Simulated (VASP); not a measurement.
# Cr (P6_3/mmc) in VASP: single point with LDA

Aim: the single point of Cr with LDA.

All numbers are computed with VASP 6.6.1; they aren't measurements. Logs are shortened: lines on timing, memory, paths and dates and some standing lists are left out, and cuts for length are marked.

**1. The cell of the first run**

It takes space group P6_3/mmc (No. 194, hexagonal). The conventional cell has a = 2.334 Å, b = 2.334 Å, c = 4.164 Å, α = 90.00°, β = 90.00°, γ = 120.00°. Cr (site symmetry -6m2) has 12 Cr at 2.33 to 2.48 Å within 3.1 Å.

This isn't the form of Cr at room conditions, which is bcc.

**2. Single point, LDA (9.83 Å³/atom)**

Input file INCAR:

```
PREC = Accurate ; ENCUT = 700
EDIFF = 1E-6 ; ISMEAR = -1
SIGMA = 0.1 ; LREAL = False
LASPH = True ; NELM = 120
ALGO = Normal ; ISIF = 2
LWAVE = False ; LCHARG = False
GGA = CA ; NBANDS = 21
GGA_COMPAT = False
```

Input file KPOINTS:

```
Automatic mesh
0
Gamma
  17 17 8
```

Input file POSCAR:

```
Cr
1.0
    2.3343876559      0.0000000000      0.0000000000
   -1.1671938280      2.0216390123      0.0000000000
    0.0000000000      0.0000000000      4.1641237820
Cr
2
Direct
    0.3333333333      0.6666666667      0.2500000000
    0.6666666667      0.3333333333      0.7500000000
```

Potentials or basis: VASP PAW LDA potentials, release 64 (Cr_sv).

The run is started by

```console
cat potpaw_LDA.64/Cr_sv/POTCAR > POTCAR
mpirun -np 1 vasp_std > vasp.out
```

OUTCAR:

```text
PREC = Accurate
   ENCUT = 700
   EDIFF = 1E-6
   ISMEAR = -1
   LREAL = False
   LASPH = True
   NELM = 120
   ISIF = 2
   GGA = CA

 ion  position               nearest neighbor table
   1  0.333  0.667  0.250-   2 2.48   2 2.48   2 2.48   2 2.48   2 2.48   2 2.48
   2  0.667  0.333  0.750-   1 2.48   1 2.48   1 2.48   1 2.48   1 2.48   1 2.48

  LATTYP: Found a hexagonal cell.
 ALAT       =     2.3343876559
 C/A-ratio  =     1.7838184551

  Lattice vectors:

 A1 = (   2.3343876559,   0.0000000000,   0.0000000000)
 A2 = (  -1.1671938280,   2.0216390123,   0.0000000000)
 A3 = (   0.0000000000,   0.0000000000,   4.1641237820)

Analysis of symmetry for initial positions (statically):
=====================================================================
 Subroutine PRICEL returns:
 Original cell was already a primitive cell.

 Routine SETGRP: Setting up the symmetry group for a
 hexagonal supercell.

 Subroutine GETGRP returns: Found 24 space group operations
 (whereof 12 operations were pure point group operations)
 out of a pool of 24 trial point group operations.

The static configuration has the point symmetry D_3d.
 The point group associated with its full space group is D_6h.

Analysis of symmetry for dynamics (positions and initial velocities):
=====================================================================
 Subroutine PRICEL returns:
 Original cell was already a primitive cell.

 Routine SETGRP: Setting up the symmetry group for a
 hexagonal supercell.

 Subroutine GETGRP returns: Found 24 space group operations
 (whereof 12 operations were pure point group operations)
 out of a pool of 24 trial point group operations.

The dynamic configuration has the point symmetry D_3d.
 The point group associated with its full space group is D_6h.

 Subroutine INISYM returns: Found 24 space group operations
 (whereof 12 operations are pure point group operations),
 and found     1 'primitive' translations

----------------------------------------------------------------------------------------

                                     Primitive cell

  volume of cell :      19.6517

  direct lattice vectors                    reciprocal lattice vectors
     2.334387656  0.000000000  0.000000000     0.428377865  0.247324076  0.000000000
    -1.167193828  2.021639012  0.000000000     0.000000000  0.494648151  0.000000000
     0.000000000  0.000000000  4.164123782     0.000000000  0.000000000  0.240146560

  length of vectors
     2.334387656  2.334387656  4.164123782     0.494648151  0.494648151  0.240146560

  position of ions in fractional coordinates (direct lattice)
     0.333333333  0.666666667  0.250000000
     0.666666667  0.333333333  0.750000000

  ion indices of the primitive-cell ions
   primitive index   ion index
                 1           1
                 2           2

----------------------------------------------------------------------------------------

 KPOINTS: Automatic mesh

Automatic generation of k-mesh.
 Grid dimensions read from file:
 generate k-points for:   17   17    8

 Generating k-lattice:

  Cartesian coordinates                     Fractional coordinates (reciprocal lattice)
     0.025198698  0.014548475  0.000000000     0.058823529  0.000000000  0.000000000
     0.000000000  0.029096950  0.000000000     0.000000000  0.058823529  0.000000000
     0.000000000  0.000000000  0.030018320     0.000000000  0.000000000  0.125000000

  Length of vectors
     0.029096950  0.029096950  0.030018320

  Shift w.r.t. Gamma in fractional coordinates (k-lattice)
     0.000000000  0.000000000  0.000000000

 Subroutine IBZKPT returns following result:
 ===========================================

 Found    165 irreducible k-points:

 Following reciprocal coordinates:
            Coordinates               Weight
  0.000000  0.000000  0.000000      1.000000
  0.058824  0.000000  0.000000      6.000000
  0.117647 -0.000000  0.000000      6.000000
  0.176471  0.000000  0.000000      6.000000
  0.235294 -0.000000  0.000000      6.000000
  0.294118 -0.000000  0.000000      6.000000
[... 16 lines left out ...]
  0.411765  0.117647  0.000000     12.000000
  0.176471  0.176471  0.000000      6.000000
 [... further k-points ...]
   k-points           NKPTS =    165   k-points in BZ     NKDIM =    165   number of bands    NBANDS=     21
   number of dos      NEDOS =    301   number of ions     NIONS =      2
   total plane-waves  NPLWV =  14400
   dimension x,y,z NGX =    20 NGY =   20 NGZ =   36
   dimension x,y,z NGXF=    40 NGYF=   40 NGZF=   72
   ions per type =               2
   NGX,Y,Z   is equivalent  to a cutoff of  14.24, 14.24, 14.37 a.u.
   NGXF,Y,Z  is equivalent  to a cutoff of  28.49, 28.49, 28.74 a.u.
 SYSTEM =  unknown system
   PREC   = accura    normal or accurate (medium, high low for compatibility)
   ISTART =      0    job   : 0-new  1-cont  2-samecut
   ICHARG =      2    charge: 1-file 2-atom 10-const
   ISPIN  =      1    spin polarized calculation?
   LNONCOLLINEAR =      F non collinear calculations
   LSORBIT =      F    spin-orbit coupling
   LASPH  =      T    aspherical Exc in radial PAW
   ENCUT  =  700.0 eV  51.45 Ry    7.17 a.u.   5.04  5.04  8.98*2*pi/ulx,y,z
   NELM   =    120;   NELMIN=  2; NELMDL= -5     # of ELM steps
   EDIFF  = 0.1E-05   stopping-criterion for ELM
   LREAL  =      F    real-space projection
   EDIFFG = 0.1E-04   stopping-criterion for IOM
   NSW    =      0    number of steps for IOM
   IBRION =     -1    ionic relax: 0-MD 1-quasi-New 2-CG
   NFREE  =      0    steps in history (QN), initial steepest desc. (CG)
   ISIF   =      2    stress and relaxation
   ISYM   =      2    0-nonsym 1-usesym 2-fastsym
   POTIM  = 0.5000    time-step for ionic-motion
   TEBEG  =    0.0;   TEEND  =   0.0 temperature during run
   PSTRESS=    0.0 pullay stress
   NELECT =      28.0000    total number of electrons
   NUPDOWN=      -1.0000    fix difference up-down
   EMIN   =  10.00;   EMAX   =-10.00  energy-range for DOS
   EFERMI =   0.00;   METHOD = LEGACY
   ISMEAR =    -1;   SIGMA  =   0.10  broadening in eV -4-tet -1-fermi 0-gaus
   EFERMI_NEDOS =   21; number of points for ismear=-14 and -15
   IALGO  =     38    algorithm
   IMIX   =      4    mixing-type and parameters
     AMIX     =   0.40;   BMIX     =  1.00
     AMIX_MAG =   1.60;   BMIX_MAG =  1.00
  volume/ion in A,a.u.               =       9.83        66.31
  Fermi-wavevector in a.u.,A,eV,Ry     =   1.842160  3.481178 46.172117  3.393555
  Thomas-Fermi vector in A             =   2.894127
   LORBIT       =      0    0 simple, 1 ext, 2 COOP (PROOUT), +10 PAW based schemes
   GGA     = CA    functional components
   LHFCALC =     F    Hartree Fock is set to
   AEXX    =    0.0000 exact exchange contribution
   IVDW    =     0    specifies the selected vdW correction
   LEPSILON=     F    determine dielectric tensor
   LRPA    =     F    only Hartree local field effects (RPA)
 non-spin polarized calculation
  energy-cutoff  :      700.00
  volume of cell :       19.65
 maximum number of plane-waves:       844
   NGX = 11   NGY = 11   NGZ = 17

 number of electron      28.0000009 magnetization

 Free energy of the ion-electron system (eV)
  ---------------------------------------------------
  ext. energy  EPLUGINS =         0.00000000
  ---------------------------------------------------
  free energy    TOTEN  =       -20.22421555 eV

  energy without entropy =      -20.13401002  energy(sigma->0) =      -20.17911279

 E-fermi :  16.3817     XC(G=0): -15.0226

 val. band max:       16.3808720947   @ k =   0.1176  -0.0000   0.3750
 cond. band min:      16.3881171665   @ k =   0.0588   0.0000   0.0000
 fundamental gap:      0.0072450718
 Fermi energy:        16.3816825881

 k-point     1 :       0.0000    0.0000    0.0000
  band No.  band energies     occupation
      1     -54.4529      2.00000
      2     -54.1763      2.00000
      3     -26.7732      2.00000
      4     -25.4691      2.00000
      5     -25.2820      2.00000
      6     -25.2820      2.00000
[... 13 lines left out ...]
     20      19.1836      0.00000
     21      26.9256      0.00000

 k-point     2 :       0.0588    0.0000    0.0000
  band No.  band energies     occupation
      1     -54.4395      2.00000
      2     -54.1669      2.00000
      3     -26.7549      2.00000
      4     -25.4707      2.00000
      5     -25.3358      2.00000
      6     -25.2966      2.00000
[... 13 lines left out ...]
     20      19.7310      0.00000
     21      26.9186      0.00000

 k-point     3 :       0.1176   -0.0000    0.0000
  band No.  band energies     occupation
      1     -54.4006      2.00000
      2     -54.1400      2.00000
      3     -26.7015      2.00000
      4     -25.4897      2.00000
      5     -25.4762      2.00000
      6     -25.3714      2.00000
[... 13 lines left out ...]
     20      20.8484      0.00000
     21      26.9024      0.00000

 k-point     4 :       0.1765    0.0000    0.0000
  band No.  band energies     occupation
      1     -54.3406      2.00000
      2     -54.0996      2.00000
      3     -26.6173      2.00000
      4     -25.7225      2.00000
      5     -25.5994      2.00000
      6     -25.4876      2.00000
[... 13 lines left out ...]
     20      22.1495      0.00000
     21      26.8889      0.00000

 k-point     5 :       0.2353   -0.0000    0.0000
  band No.  band energies     occupation
      1     -54.2664      2.00000
      2     -54.0517      2.00000
      3     -26.5095      2.00000
      4     -26.0017      2.00000
      5     -25.8668      2.00000
      6     -25.5070      2.00000
[... 13 lines left out ...]
     20      23.5282      0.00000
     21      26.8923      0.00000
[... 382 lines left out ...]
     20      26.8817      0.00000
     21      27.1481      0.00000

 k-point    22 :       0.3529    0.1176    0.0000
  band No.  band energies     occupation
      1     -54.0324      2.00000
      2     -53.9285      2.00000
      3     -26.6819      2.00000
      4     -26.5102      2.00000
      5     -26.1197      2.00000
      6     -25.7674      2.00000
[... 13 lines left out ...]
     20      26.3699      0.00000
     21      28.2232      0.00000

 k-point    23 :       0.4118    0.1176    0.0000
  band No.  band energies     occupation
      1     -53.9983      2.00000
      2     -53.9183      2.00000
      3     -26.7718      2.00000
      4     -26.5843      2.00000
      5     -26.0483      2.00000
      6     -25.8033      2.00000
[... 13 lines left out ...]
     20      25.1593      0.00000
     21      29.2792      0.00000

 k-point    24 :       0.1765    0.1765    0.0000
  band No.  band energies     occupation
      1     -54.1686      2.00000
      2     -53.9932      2.00000
      3     -26.3595      2.00000
      4     -26.1970      2.00000
      5     -26.1874      2.00000
      6     -25.6108      2.00000
[... 13 lines left out ...]
     20      25.3969      0.00000
     21      27.2113      0.00000

 [... further k-points ...]

------------------------ aborting loop because EDIFF is reached ----------------------------------------

  FORCE on cell =-STRESS in cart. coord.  units (eV):
  Direction    XX          YY          ZZ          XY          YZ          ZX
  --------------------------------------------------------------------------------------
  -------------------------------------------------------------------------------------
  Total        5.7099774      5.7099774      5.1866939     -0.0000000      0.0000000     -0.0000000
  in kB      465.5268703    465.5268703    422.8642639     -0.0000000      0.0000000     -0.0000000
  external PRESSURE =     451.3060015 kB  Pullay stress =       0.0000000 kB

 VOLUME and BASIS-vectors are now :
 -----------------------------------------------------------------------------
  energy-cutoff  :      700.00
  volume of cell :       19.65
      direct lattice vectors                 reciprocal lattice vectors
     2.334387656  0.000000000  0.000000000     0.428377865  0.247324076  0.000000000
    -1.167193828  2.021639012  0.000000000     0.000000000  0.494648151  0.000000000
     0.000000000  0.000000000  4.164123782     0.000000000  0.000000000  0.240146560

 POSITION                                       TOTAL-FORCE (eV/Angst)
 -----------------------------------------------------------------------------------
     -0.00000      1.34776      1.04103         0.000000      0.000000      0.000000
      1.16719      0.67388      3.12309        -0.000000     -0.000000      0.000000
 -----------------------------------------------------------------------------------
    total drift:                               -0.000000      0.000000     -0.000000

  FREE ENERGIE OF THE ION-ELECTRON SYSTEM (eV)
  ---------------------------------------------------
  free  energy   TOTEN  =       -20.2242155481 eV

  energy  without entropy=      -20.1340100228  energy(sigma->0) =      -20.17911279
```

Wall time 42 s (1 thread of Intel Xeon 6975P-C (Granite Rapids), shared host); peak memory 0.19 GiB.

Results:

* Free energy: -20.2242 eV
* Pressure: 45.1 GPa
* Band gap on the k mesh: zero (bands 14 and 15 overlap by 1.67 eV)

Caveat: the cell stands under pressure; the run has no spin polarisation, though such a crystal can be magnetic. Spin polarisation is off, so any magnetic state and its effect on volume and gap are missing.
